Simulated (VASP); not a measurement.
Here is a VASP 6.6.1 calculation.

Contents of INCAR:

```
PREC = Accurate ; ENCUT = 520
EDIFF = 1E-6 ; ISMEAR = 0
SIGMA = 0.05 ; LREAL = False
LASPH = True ; NELM = 80
ALGO = Normal ; ISIF = 2
LWAVE = False ; LCHARG = False
GGA = PE ; NBANDS = 16
```

The input KPOINTS:

```
Automatic mesh
0
Gamma
  10 10 10
```

Contents of POSCAR:

```
ZnS
1.0
    0.0000000000      2.7046500000      2.7046500000
    2.7046500000      0.0000000000      2.7046500000
    2.7046500000      2.7046500000      0.0000000000
Zn S
1 1
Direct
   -0.0831900616     -0.0831900616     -0.0344584518
    0.7500000000      0.7500000000      0.7500000000
```

Potentials or basis: VASP PAW PBE potentials, release 64 (Zn, S).

The run is started by

```sh
$ cat potpaw_PBE.64/Zn/POTCAR potpaw_PBE.64/S/POTCAR > POTCAR
$ mpirun -np 1 vasp_std > vasp.out
```

Task: Estimate the band gap on the k mesh.

Result: 1.87 eV, direct.

Task: Estimate the pressure.

Result: 32.5 GPa.

Stress tensor (GPa, compression positive):
```
35.46 37.27 33.38
37.27 35.46 33.38
33.38 33.38 26.54
```

Caveat: the cell differs from its parent crystal (atom 1 (Zn) moved by (-0.450, -0.450) A along [1 1 0] and z); forces of over 1 eV/Å act on the atoms, so gaps and moduli don't describe the material at rest. A k mesh can miss the band edges.
